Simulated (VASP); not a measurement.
A run of VASP 6.6.1 is set up as follows.

Contents of INCAR:

```
SYSTEM = Sc
ALGO = Normal ; EDIFF = 1E-6
ENCUT = 500 ; GGA = PE
GGA_COMPAT = .FALSE. ; ISIF = 2
ISMEAR = -1 ; LASPH = .TRUE.
LCHARG = .FALSE. ; LREAL = .FALSE.
LWAVE = .FALSE. ; NBANDS = 18
NELM = 120 ; PREC = Accurate
SIGMA = 0.1
```

File KPOINTS:

```
k-points
0
G
  18 18 10
  0 0 0
```

POSCAR

```
Sc
1.0
    2.3749670390      0.0000000000      0.0000000000
   -1.1874835195      2.0567817889      0.0000000000
    0.0000000000      0.0000000000      4.1415715697
Sc
2
Direct
    0.3333333333      0.6666666667      0.2500000000
    0.6666666667      0.3333333333      0.7500000000
```

Potentials or basis: VASP PAW PBE potentials, release 64 (Sc_sv).

The run is started by

```console
$ cat potpaw_PBE.64/Sc_sv/POTCAR > POTCAR
$ mpirun -np 1 vasp_std > vasp.out
```

(1) Predict the pressure.

(2) What does it give for the band gap on the k mesh?

## Answers

(1) 164.0 GPa.

(2) zero (bands 11 and 12 overlap by 2.90 eV).

Caveat: the cell stands under pressure.
